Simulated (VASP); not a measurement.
# BiH in VASP: single point with PBE

Aim: the single point of BiH with PBE.

Everything below comes from runs of VASP 6.6.1. Logs are shortened: lines on timing, memory, paths and dates and some standing lists are left out, and cuts for length are marked.

### 1 The cell of the first run

The cell holds a sheet with vacuum, 2 atoms: a = 3.305 Å, b = 3.305 Å, c = 23.800 Å, α = 90.00°, β = 90.00°, γ = 90.04°.

### 2 Single point, PBE

File INCAR:

```
SYSTEM = BiH
PREC = Accurate ; ENCUT = 520
EDIFF = 1E-7 ; ISMEAR = 0
SIGMA = 0.1 ; LREAL = .FALSE.
LASPH = .TRUE. ; NELM = 100
ALGO = Normal ; ISIF = 2
LWAVE = .FALSE. ; LCHARG = .FALSE.
LDIPOL = .TRUE. ; IDIPOL = 3
DIPOL = 0.5 0.5 0.294 ; GGA = PE
NBANDS = 15
```

File KPOINTS:

```
regular mesh
0
G
  6 6 1
  0 0 0
```

File POSCAR:

```
BiH
1.0
    3.2752256263      0.4451986128      0.0000000000
   -0.4473084862      3.2749381408      0.0000000000
    0.0000000000      0.0000000000     23.8000000000
Bi H
1 1
Direct
    0.0000000000      0.0000000000      0.2941176471
    0.5000000000      0.5000000000      0.2941176471
```

Potentials or basis: VASP PAW PBE potentials, release 64 (Bi_d, H).

The run is started by

```
> cat potpaw_PBE.64/Bi_d/POTCAR potpaw_PBE.64/H/POTCAR > POTCAR
> mpirun -np 1 vasp_std > vasp.out
```

OUTCAR:

```text
SYSTEM = BiH
   PREC = Accurate
   ENCUT = 520
   EDIFF = 1E-7
   ISMEAR = 0
   LREAL = .FALSE.
   LASPH = .TRUE.
   NELM = 100
   ISIF = 2
   GGA = PE

 ion  position               nearest neighbor table
   1  0.000  0.000  0.294-   2 2.34   2 2.34   2 2.34   2 2.34
   2  0.500  0.500  0.294-   1 2.34   1 2.34   1 2.34   1 2.34

  LATTYP: Found a base centered orthorhombic cell.
 ALAT       =     4.6729576091
 B/A-ratio  =     1.0006444276
 C/A-ratio  =     5.0931341542

  Lattice vectors:

 A1 = (   3.2752256263,   0.4451986128,   0.0000000000)
 A2 = (  -0.4473084862,   3.2749381408,   0.0000000000)
 A3 = (   0.0000000000,   0.0000000000,  23.8000000000)

Analysis of symmetry for initial positions (statically):
=====================================================================
 Subroutine PRICEL returns:
 Original cell was already a primitive cell.

 Routine SETGRP: Setting up the symmetry group for a
 base centered orthorhombic supercell.

 Subroutine GETGRP returns: Found  8 space group operations
 (whereof  4 operations were pure point group operations)
 out of a pool of  8 trial point group operations.

The static configuration has the point symmetry C_2v.
 The point group associated with its full space group is D_2h.

Analysis of symmetry for dynamics (positions and initial velocities):
=====================================================================
 Subroutine PRICEL returns:
 Original cell was already a primitive cell.

 Routine SETGRP: Setting up the symmetry group for a
 base centered orthorhombic supercell.

 Subroutine GETGRP returns: Found  8 space group operations
 (whereof  4 operations were pure point group operations)
 out of a pool of  8 trial point group operations.

The dynamic configuration has the point symmetry C_2v.
 The point group associated with its full space group is D_2h.

 Subroutine INISYM returns: Found  8 space group operations
 (whereof  4 operations are pure point group operations),
 and found     1 'primitive' translations

----------------------------------------------------------------------------------------

                                     Primitive cell

  volume of cell :     260.0222

  direct lattice vectors                    reciprocal lattice vectors
     3.275225626  0.445198613  0.000000000     0.299757207  0.040942435  0.000000000
    -0.447308486  3.274938141  0.000000000    -0.040749317  0.299783520  0.000000000
     0.000000000  0.000000000 23.800000000     0.000000000  0.000000000  0.042016807

  length of vectors
     3.305344870  3.305344870 23.800000000     0.302540354  0.302540354  0.042016807

  position of ions in fractional coordinates (direct lattice)
     0.000000000  0.000000000  0.294117647
     0.500000000  0.500000000  0.294117647

  ion indices of the primitive-cell ions
   primitive index   ion index
                 1           1
                 2           2

----------------------------------------------------------------------------------------

 KPOINTS: regular mesh

Automatic generation of k-mesh.
 Grid dimensions read from file:
 generate k-points for:    6    6    1

 Generating k-lattice:

  Cartesian coordinates                     Fractional coordinates (reciprocal lattice)
     0.049959534  0.006823739  0.000000000     0.166666667  0.000000000  0.000000000
    -0.006791553  0.049963920  0.000000000     0.000000000  0.166666667  0.000000000
     0.000000000  0.000000000  0.042016807     0.000000000  0.000000000  1.000000000

  Length of vectors
     0.050423392  0.050423392  0.042016807

  Shift w.r.t. Gamma in fractional coordinates (k-lattice)
     0.000000000  0.000000000  0.000000000

 Subroutine IBZKPT returns following result:
 ===========================================

 Found     13 irreducible k-points:

 Following reciprocal coordinates:
            Coordinates               Weight
  0.000000  0.000000  0.000000      1.000000
  0.166667  0.000000  0.000000      4.000000
  0.333333  0.000000  0.000000      4.000000
  0.500000  0.000000  0.000000      2.000000
  0.166667  0.166667  0.000000      2.000000
  0.333333  0.166667  0.000000      4.000000
  0.500000  0.166667  0.000000      4.000000
 -0.333333  0.166667  0.000000      4.000000
 -0.166667  0.166667  0.000000      2.000000
  0.333333  0.333333  0.000000      2.000000
  0.500000  0.333333  0.000000      4.000000
 -0.333333  0.333333  0.000000      2.000000
  0.500000  0.500000  0.000000      1.000000
   k-points           NKPTS =     13   k-points in BZ     NKDIM =     13   number of bands    NBANDS=     15
   number of dos      NEDOS =    301   number of ions     NIONS =      2
   total plane-waves  NPLWV = 141120
   dimension x,y,z NGX =    28 NGY =   28 NGZ =  180
   dimension x,y,z NGXF=    56 NGYF=   56 NGZF=  360
   ions per type =               1   1
   NGX,Y,Z   is equivalent  to a cutoff of  14.08, 14.08, 12.57 a.u.
   NGXF,Y,Z  is equivalent  to a cutoff of  28.17, 28.17, 25.15 a.u.
 SYSTEM =  BiH
   PREC   = accura    normal or accurate (medium, high low for compatibility)
   ISTART =      0    job   : 0-new  1-cont  2-samecut
   ICHARG =      2    charge: 1-file 2-atom 10-const
   ISPIN  =      1    spin polarized calculation?
   LNONCOLLINEAR =      F non collinear calculations
   LSORBIT =      F    spin-orbit coupling
   LASPH  =      T    aspherical Exc in radial PAW
   ENCUT  =  520.0 eV  38.22 Ry    6.18 a.u.   6.15  6.15 44.25*2*pi/ulx,y,z
   NELM   =    100;   NELMIN=  2; NELMDL= -5     # of ELM steps
   EDIFF  = 0.1E-06   stopping-criterion for ELM
   LREAL  =      F    real-space projection
   EDIFFG = 0.1E-05   stopping-criterion for IOM
   NSW    =      0    number of steps for IOM
   IBRION =     -1    ionic relax: 0-MD 1-quasi-New 2-CG
   NFREE  =      0    steps in history (QN), initial steepest desc. (CG)
   ISIF   =      2    stress and relaxation
   ISYM   =      2    0-nonsym 1-usesym 2-fastsym
   POTIM  = 0.5000    time-step for ionic-motion
   TEBEG  =    0.0;   TEEND  =   0.0 temperature during run
   PSTRESS=    0.0 pullay stress
   NELECT =      16.0000    total number of electrons
   NUPDOWN=      -1.0000    fix difference up-down
   EMIN   =  10.00;   EMAX   =-10.00  energy-range for DOS
   EFERMI =   0.00;   METHOD = LEGACY
   ISMEAR =     0;   SIGMA  =   0.10  broadening in eV -4-tet -1-fermi 0-gaus
   EFERMI_NEDOS =   21; number of points for ismear=-14 and -15
   IALGO  =     38    algorithm
   IMIX   =      4    mixing-type and parameters
     AMIX     =   0.40;   BMIX     =  1.00
     AMIX_MAG =   1.60;   BMIX_MAG =  1.00
  volume/ion in A,a.u.               =     130.01       877.36
  Fermi-wavevector in a.u.,A,eV,Ry     =   0.646316  1.221360  5.683479  0.417724
  Thomas-Fermi vector in A             =   1.714258
   LORBIT       =      0    0 simple, 1 ext, 2 COOP (PROOUT), +10 PAW based schemes
   GGA     = PE    functional components
   LHFCALC =     F    Hartree Fock is set to
   AEXX    =    0.0000 exact exchange contribution
   IVDW    =     0    specifies the selected vdW correction
   LEPSILON=     F    determine dielectric tensor
   LRPA    =     F    only Hartree local field effects (RPA)
 non-spin polarized calculation
 Gauss-broadening in eV      SIGMA  =   0.10
  energy-cutoff  :      520.00
  volume of cell :      260.02
 maximum number of plane-waves:      7064
 NGX is ok and might be reduce to    28
   NGX = 13   NGY = 13   NGZ = 89

 dipolmoment           0.000000      0.000000     -0.000002 electrons x Angstroem

 number of electron      16.0000002 magnetization

 dipolmoment           0.000000      0.000000      0.000001 electrons x Angstroem

 Free energy of the ion-electron system (eV)
  ---------------------------------------------------
  ext. energy  EPLUGINS =         0.00000000
  ---------------------------------------------------
  free energy    TOTEN  =        -5.78230934 eV

  energy without entropy =       -5.78135969  energy(sigma->0) =       -5.78183452

 E-fermi :  -2.9686     XC(G=0):  -1.9542

 val. band max:       -3.1331783703   @ k =   0.5000   0.3333   0.0000
 cond. band min:      -2.8073883584   @ k =   0.5000   0.1667   0.0000
 fundamental gap:      0.3257900119
 Fermi energy:        -2.9685720153

 k-point     1 :       0.0000    0.0000    0.0000
  band No.  band energies     occupation
      1     -26.0925      2.00000
      2     -25.8838      2.00000
      3     -25.8018      2.00000
      4     -25.7708      2.00000
      5     -25.7704      2.00000
      6     -15.7315      2.00000
      7      -5.2353      2.00000
      8      -2.5629      0.00000
      9       0.2459      0.00000
     10       0.2498      0.00000
     11       0.2698      0.00000
     12       1.3067      0.00000
     13       1.6410      0.00000
     14       2.3408      0.00000
     15       2.4975      0.00000

 k-point     2 :       0.1667    0.0000    0.0000
  band No.  band energies     occupation
      1     -26.0522      2.00000
      2     -25.8571      2.00000
      3     -25.8212      2.00000
      4     -25.7907      2.00000
      5     -25.7689      2.00000
      6     -15.3689      2.00000
      7      -4.8670      2.00000
      8      -4.8356      2.00000
      9       0.4359      0.00000
     10       0.6598      0.00000
     11       1.1213      0.00000
     12       1.6772      0.00000
     13       2.0278      0.00000
     14       2.7122      0.00000
     15       2.8872      0.00000
[... 167 lines left out ...]
      3     -25.8231      2.00000
      4     -25.8142      2.00000
      5     -25.7601      2.00000
      6     -13.0544      2.00000
      7      -7.1496      2.00000
      8      -4.6797      2.00000
      9      -2.6049      0.00000
     10      -0.9899      0.00000
     11       3.2090      0.00000
     12       3.2336      0.00000
     13       4.5959      0.00000
     14       4.6908      0.00000
     15       4.8609      0.00000

 k-point    13 :       0.5000    0.5000    0.0000
  band No.  band energies     occupation
      1     -25.9990      2.00000
      2     -25.8410      2.00000
      3     -25.8406      2.00000
      4     -25.7246      2.00000
      5     -25.7149      2.00000
      6     -11.6558      2.00000
      7      -5.9973      2.00000
      8      -5.6429      2.00000
      9      -5.6369      2.00000
     10      -1.2833      0.00000
     11       4.2092      0.00000
     12       4.2173      0.00000
     13       4.3559      0.00000
     14       6.6791      0.00000
     15       6.9377      0.00000

------------------------ aborting loop because EDIFF is reached ----------------------------------------

 vacuum level on the upper side and lower side of the slab       (xc-potential included)        -0.007        -0.007

  FORCE on cell =-STRESS in cart. coord.  units (eV):
  Direction    XX          YY          ZZ          XY          YZ          ZX
  --------------------------------------------------------------------------------------
  -------------------------------------------------------------------------------------
  Total       -0.0333200     -0.0258522     -0.0255015      0.0134474      0.0000000      0.0000000
  in kB       -0.2053077     -0.1592931     -0.1571324      0.0828585      0.0000000      0.0000000
  external PRESSURE =      -0.1739111 kB  Pullay stress =       0.0000000 kB

 VOLUME and BASIS-vectors are now :
 -----------------------------------------------------------------------------
  energy-cutoff  :      520.00
  volume of cell :      260.02
      direct lattice vectors                 reciprocal lattice vectors
     3.275225626  0.445198613  0.000000000     0.299757207  0.040942435  0.000000000
    -0.447308486  3.274938141  0.000000000    -0.040749317  0.299783520  0.000000000
     0.000000000  0.000000000 23.800000000     0.000000000  0.000000000  0.042016807

 POSITION                                       TOTAL-FORCE (eV/Angst)
 -----------------------------------------------------------------------------------
      0.00000      0.00000      7.00000        -0.000000      0.000000      0.000000
      1.41396      1.86007      7.00000         0.000000     -0.000000     -0.000000
 -----------------------------------------------------------------------------------
    total drift:                                0.000000      0.000000      0.000080

  FREE ENERGIE OF THE ION-ELECTRON SYSTEM (eV)
  ---------------------------------------------------
  free  energy   TOTEN  =        -5.7823093442 eV

  energy  without entropy=       -5.7813596877  energy(sigma->0) =       -5.78183452

 vacuum level on the upper side and lower side of the slab         1.548         1.548
```

It took 83 s on 1 thread of AMD EPYC 7R13 (Zen 3), shared host; peak memory 0.35 GiB.

What came out:

```
Free energy            : -5.7823 eV
Band gap on the k mesh : zero (band 8 reaches -2.56 eV, above the bottom of band 9 at -5.64 eV)
```

Caveat: spin-orbit coupling is left out, which moves the levels of the heavy elements.
